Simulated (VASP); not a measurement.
# Ag in VASP: single point with PBEsol

Aim: the single point of Ag with PBEsol.

Program: VASP 6.6.1. These are calculated values, not measurements. Logs are shortened: lines on timing, memory, paths and dates and some standing lists are left out, and cuts for length are marked.

**1. The cell of the first run**

The cell holds a slab with vacuum, 7 atoms: a = 2.866 Å, b = 2.866 Å, c = 30.042 Å, α = 90.00°, β = 90.00°, γ = 60.00°.

**2. Single point, PBEsol**

Input file INCAR:

```
SYSTEM = Ag
  ALGO = Normal
  DIPOL = 0.5 0.5 0.500
  EDIFF = 1E-6
  ENCUT = 520
  GGA = PS
  IDIPOL = 3
  ISIF = 2
  ISMEAR = 1
  LASPH = .True.
  LCHARG = .True.
  LDIPOL = .True.
  LELF = .True.
  LREAL = .False.
  LVACPOTAV = .True.
  LVHAR = .True.
  LWAVE = .False.
  NBANDS = 48
  NELM = 60
  PREC = Accurate
  SIGMA = 0.1
```

Input file KPOINTS:

```
k-points
0
Gamma
  13 13 1
  0 0 0
```

Input file POSCAR:

```
Ag
1.0
    2.8663098917      0.0000000000      0.0000000000
    1.4331549458      2.4822971813      0.0000000000
    0.0000000000      0.0000000000     30.0419933590
Ag
7
Direct
    0.0000000000      0.0000000000      0.2661481285
    0.3333333333      0.3333333333      0.3438996863
    0.6666666667      0.6666666667      0.4218194308
    0.0000000000      0.0000000000      0.4999999992
    0.3333333333      0.3333333333      0.5781805677
    0.6666666667      0.6666666667      0.6561003133
    0.0000000000      0.0000000000      0.7338518741
```

Potentials or basis: VASP PAW PBE potentials, release 64 (Ag).

Launch:

```console
$ cat potpaw_PBE.64/Ag/POTCAR > POTCAR
$ mpirun -np 1 vasp_std > vasp.out
```

OUTCAR:

```text
SYSTEM = Ag
   EDIFF = 1E-6
   ENCUT = 520
   GGA = PS
   ISIF = 2
   ISMEAR = 1
   LASPH = .True.
   LREAL = .False.
   NELM = 60
   PREC = Accurate

 ion  position               nearest neighbor table
   1  0.000  0.000  0.266-   2 2.86   2 2.86   2 2.86
   2  0.333  0.333  0.344-   1 2.86   1 2.86   1 2.86   3 2.87   3 2.87   3 2.87
   3  0.667  0.667  0.422-   2 2.87   2 2.87   2 2.87   4 2.87   4 2.87   4 2.87
   4  0.000  0.000  0.500-   3 2.87   3 2.87   3 2.87   5 2.87   5 2.87   5 2.87
   5  0.333  0.333  0.578-   6 2.87   6 2.87   6 2.87   4 2.87   4 2.87   4 2.87
   6  0.667  0.667  0.656-   7 2.86   7 2.86   7 2.86   5 2.87   5 2.87   5 2.87
   7  0.000  0.000  0.734-   6 2.86   6 2.86   6 2.86

  LATTYP: Found a hexagonal cell.
 ALAT       =     2.8663098916
 C/A-ratio  =    10.4810695614

  Lattice vectors:

 A1 = (  -1.4331549458,  -2.4822971813,   0.0000000000)
 A2 = (   2.8663098917,   0.0000000000,   0.0000000000)
 A3 = (   0.0000000000,   0.0000000000,  30.0419933590)

Analysis of symmetry for initial positions (statically):
=====================================================================
 Subroutine PRICEL returns:
 Original cell was already a primitive cell.

 Routine SETGRP: Setting up the symmetry group for a
 hexagonal supercell.

 Subroutine GETGRP returns: Found 12 space group operations
 (whereof 12 operations were pure point group operations)
 out of a pool of 24 trial point group operations.

The static configuration has the point symmetry D_3d.

Analysis of symmetry for dynamics (positions and initial velocities):
=====================================================================
 Subroutine PRICEL returns:
 Original cell was already a primitive cell.

 Routine SETGRP: Setting up the symmetry group for a
 hexagonal supercell.

 Subroutine GETGRP returns: Found 12 space group operations
 (whereof 12 operations were pure point group operations)
 out of a pool of 24 trial point group operations.

The dynamic configuration has the point symmetry D_3d.

 Subroutine INISYM returns: Found 12 space group operations
 (whereof 12 operations are pure point group operations),
 and found     1 'primitive' translations

----------------------------------------------------------------------------------------

                                     Primitive cell

  volume of cell :     213.7498

  direct lattice vectors                    reciprocal lattice vectors
     2.866309892  0.000000000  0.000000000     0.348880630 -0.201426325  0.000000000
     1.433154946  2.482297181  0.000000000     0.000000000  0.402852651  0.000000000
     0.000000000  0.000000000 30.041993359     0.000000000  0.000000000  0.033286739

  length of vectors
     2.866309892  2.866309892 30.041993359     0.402852651  0.402852651  0.033286739

  position of ions in fractional coordinates (direct lattice)
     0.000000000  0.000000000  0.266148128
     0.333333333  0.333333333  0.343899686
     0.666666667  0.666666667  0.421819431
     0.000000000  0.000000000  0.499999999
     0.333333333  0.333333333  0.578180568
     0.666666667  0.666666667  0.656100313
     0.000000000  0.000000000  0.733851874

  ion indices of the primitive-cell ions
   primitive index   ion index
                 1           1
                 2           2
                 3           3
                 4           4
                 5           5
                 6           6
                 7           7

----------------------------------------------------------------------------------------

 KPOINTS: k-points

Automatic generation of k-mesh.
 Grid dimensions read from file:
 generate k-points for:   13   13    1

 Generating k-lattice:

  Cartesian coordinates                     Fractional coordinates (reciprocal lattice)
     0.026836972 -0.015494333  0.000000000     0.076923077  0.000000000  0.000000000
     0.000000000  0.030988665  0.000000000     0.000000000  0.076923077  0.000000000
     0.000000000  0.000000000  0.033286739     0.000000000  0.000000000  1.000000000

  Length of vectors
     0.030988665  0.030988665  0.033286739

  Shift w.r.t. Gamma in fractional coordinates (k-lattice)
     0.000000000  0.000000000  0.000000000

 Subroutine IBZKPT returns following result:
 ===========================================

 Found     21 irreducible k-points:

 Following reciprocal coordinates:
            Coordinates               Weight
  0.000000  0.000000  0.000000      1.000000
  0.076923  0.000000  0.000000      6.000000
  0.153846  0.000000  0.000000      6.000000
  0.230769  0.000000  0.000000      6.000000
  0.307692  0.000000  0.000000      6.000000
  0.384615  0.000000  0.000000      6.000000
[... 13 lines left out ...]
 -0.384615  0.230769  0.000000      6.000000
 -0.384615  0.307692  0.000000      6.000000
   k-points           NKPTS =     21   k-points in BZ     NKDIM =     21   number of bands    NBANDS=     48
   number of dos      NEDOS =    301   number of ions     NIONS =      7
   total plane-waves  NPLWV = 129024
   dimension x,y,z NGX =    24 NGY =   24 NGZ =  224
   dimension x,y,z NGXF=    48 NGYF=   48 NGZF=  448
   ions per type =               7
   NGX,Y,Z   is equivalent  to a cutoff of  13.92, 13.92, 12.40 a.u.
   NGXF,Y,Z  is equivalent  to a cutoff of  27.84, 27.84, 24.79 a.u.
 SYSTEM =  Ag
   PREC   = accura    normal or accurate (medium, high low for compatibility)
   ISTART =      0    job   : 0-new  1-cont  2-samecut
   ICHARG =      2    charge: 1-file 2-atom 10-const
   ISPIN  =      1    spin polarized calculation?
   LNONCOLLINEAR =      F non collinear calculations
   LSORBIT =      F    spin-orbit coupling
   LASPH  =      T    aspherical Exc in radial PAW
   ENCUT  =  520.0 eV  38.22 Ry    6.18 a.u.   5.33  5.33 55.86*2*pi/ulx,y,z
   NELM   =     60;   NELMIN=  2; NELMDL= -5     # of ELM steps
   EDIFF  = 0.1E-05   stopping-criterion for ELM
   LREAL  =      F    real-space projection
   EDIFFG = 0.1E-04   stopping-criterion for IOM
   NSW    =      0    number of steps for IOM
   IBRION =     -1    ionic relax: 0-MD 1-quasi-New 2-CG
   NFREE  =      0    steps in history (QN), initial steepest desc. (CG)
   ISIF   =      2    stress and relaxation
   ISYM   =      2    0-nonsym 1-usesym 2-fastsym
   POTIM  = 0.5000    time-step for ionic-motion
   TEBEG  =    0.0;   TEEND  =   0.0 temperature during run
   PSTRESS=    0.0 pullay stress
   NELECT =      77.0000    total number of electrons
   NUPDOWN=      -1.0000    fix difference up-down
   EMIN   =  10.00;   EMAX   =-10.00  energy-range for DOS
   EFERMI =   0.00;   METHOD = LEGACY
   ISMEAR =     1;   SIGMA  =   0.10  broadening in eV -4-tet -1-fermi 0-gaus
   EFERMI_NEDOS =   21; number of points for ismear=-14 and -15
   IALGO  =     38    algorithm
   IMIX   =      4    mixing-type and parameters
     AMIX     =   0.40;   BMIX     =  1.00
     AMIX_MAG =   1.60;   BMIX_MAG =  1.00
  volume/ion in A,a.u.               =      30.54       206.06
  Fermi-wavevector in a.u.,A,eV,Ry     =   1.164850  2.201247 18.461399  1.356875
  Thomas-Fermi vector in A             =   2.301383
   LORBIT       =      0    0 simple, 1 ext, 2 COOP (PROOUT), +10 PAW based schemes
   GGA     = PS    functional components
   LHFCALC =     F    Hartree Fock is set to
   AEXX    =    0.0000 exact exchange contribution
   IVDW    =     0    specifies the selected vdW correction
   LEPSILON=     F    determine dielectric tensor
   LRPA    =     F    only Hartree local field effects (RPA)
 non-spin polarized calculation
 Methfessel and Paxton  Order N= 1 SIGMA  =   0.10
  energy-cutoff  :      520.00
  volume of cell :      213.75
 maximum number of plane-waves:      5793
 NGX is ok and might be reduce to    24
   NGX = 11   NGY = 11   NGZ =111

 dipolmoment           0.000000      0.000000     -0.000000 electrons x Angstroem

 number of electron      76.9999970 magnetization

 dipolmoment           0.000000      0.000000      0.000000 electrons x Angstroem

 Free energy of the ion-electron system (eV)
  ---------------------------------------------------
  ext. energy  EPLUGINS =         0.00000000
  ---------------------------------------------------
  free energy    TOTEN  =       -22.28075486 eV

  energy without entropy =      -22.28262114  energy(sigma->0) =      -22.28137696

 E-fermi :   2.7310     XC(G=0):  -7.4029

 val. band max:        2.6599305420   @ k =   0.3846   0.1538   0.0000
 cond. band min:       2.7613560528   @ k =   0.4615   0.0000   0.0000
 fundamental gap:      0.1014255108
 Fermi energy:         2.7310453060

 k-point     1 :       0.0000    0.0000    0.0000
  band No.  band energies     occupation
      1      -5.3088      2.00000
      2      -4.9055      2.00000
      3      -4.3197      2.00000
      4      -3.9672      2.00000
      5      -3.9617      2.00000
      6      -3.7059      2.00000
[... 40 lines left out ...]
     47       8.4019      0.00000
     48       8.8370      0.00000

 k-point     2 :       0.0769    0.0000    0.0000
  band No.  band energies     occupation
      1      -5.1432      2.00000
      2      -4.7452      2.00000
      3      -4.1662      2.00000
      4      -3.8524      2.00000
      5      -3.8373      2.00000
      6      -3.5774      2.00000
[... 40 lines left out ...]
     47       8.5434      0.00000
     48       8.9531      0.00000

 k-point     3 :       0.1538    0.0000    0.0000
  band No.  band energies     occupation
      1      -4.6806      2.00000
      2      -4.3117      2.00000
      3      -3.7771      2.00000
      4      -3.5902      2.00000
      5      -3.5190      2.00000
      6      -3.2746      2.00000
[... 907 lines left out ...]
     47       8.7107      0.00000
     48       9.0346      0.00000

 k-point    21 :      -0.3846    0.3077    0.0000
  band No.  band energies     occupation
      1      -3.3350      2.00000
      2      -3.3173      2.00000
      3      -3.1763      2.00000
      4      -3.1186      2.00000
      5      -3.0915      2.00000
      6      -2.9790      2.00000
[... 40 lines left out ...]
     47       8.3429      0.00000
     48       8.6505      0.00000

------------------------ aborting loop because EDIFF is reached ----------------------------------------

  FORCE on cell =-STRESS in cart. coord.  units (eV):
  Direction    XX          YY          ZZ          XY          YZ          ZX
  --------------------------------------------------------------------------------------
  -------------------------------------------------------------------------------------
  Total       -1.7726759     -1.7726759     -0.1289705      0.0000000      0.0000000      0.0000000
  in kB      -13.2872239    -13.2872239     -0.9667081      0.0000000      0.0000000      0.0000000
  external PRESSURE =      -9.1803853 kB  Pullay stress =       0.0000000 kB

 VOLUME and BASIS-vectors are now :
 -----------------------------------------------------------------------------
  energy-cutoff  :      520.00
  volume of cell :      213.75
      direct lattice vectors                 reciprocal lattice vectors
     2.866309892  0.000000000  0.000000000     0.348880630 -0.201426325  0.000000000
     1.433154946  2.482297181  0.000000000     0.000000000  0.402852651  0.000000000
     0.000000000  0.000000000 30.041993359     0.000000000  0.000000000  0.033286739

 POSITION                                       TOTAL-FORCE (eV/Angst)
 -----------------------------------------------------------------------------------
      0.00000      0.00000      7.99562        -0.000000      0.000000      0.003946
      1.43315      0.82743     10.33143         0.000000     -0.000000      0.004449
      2.86631      1.65486     12.67230         0.000000     -0.000000     -0.004640
      0.00000      0.00000     15.02100         0.000000      0.000000     -0.000000
      1.43315      0.82743     17.36970         0.000000      0.000000      0.004640
      2.86631      1.65486     19.71056        -0.000000      0.000000     -0.004449
      0.00000      0.00000     22.04637        -0.000000     -0.000000     -0.003946
 -----------------------------------------------------------------------------------
    total drift:                               -0.000000     -0.000000      0.000004

  FREE ENERGIE OF THE ION-ELECTRON SYSTEM (eV)
  ---------------------------------------------------
  free  energy   TOTEN  =       -22.2807548643 eV

  energy  without entropy=      -22.2826211367  energy(sigma->0) =      -22.28137696

 vacuum level on the upper side and lower side of the slab         7.250         7.250
```

Run time: 3.3 min. Hardware: 1 thread of AMD EPYC 9R45 (Zen 5), shared host; peak memory 0.39 GiB.

Results:

- Free energy: -22.2808 eV
- Largest force: 0.005 eV/Å

Forces in eV/Å, atoms in the order of the input:
```
Ag   0.000  0.000  0.004
Ag   0.000  0.000  0.004
Ag   0.000  0.000 -0.005
Ag   0.000  0.000  0.000
Ag   0.000  0.000  0.005
Ag   0.000  0.000 -0.004
Ag   0.000  0.000 -0.004
```

Levels at points of the mesh, in eV from the Fermi level:
| k point | band 35 | band 36 | band 37 | band 38 | band 39 | band 40 | band 41 | band 42 | band 43 | band 44 |
| --- | --- | --- | --- | --- | --- | --- | --- | --- | --- | --- |
| (0.00, 0.00, 0.00) | -3.43 | -3.43 | -3.22 | -3.22 | -3.14 | -3.14 | -2.24 | -0.60 | -0.16 | 3.96 |

Caveat: the PAW data sets were made with another functional, which shifts forces and pressure a little.
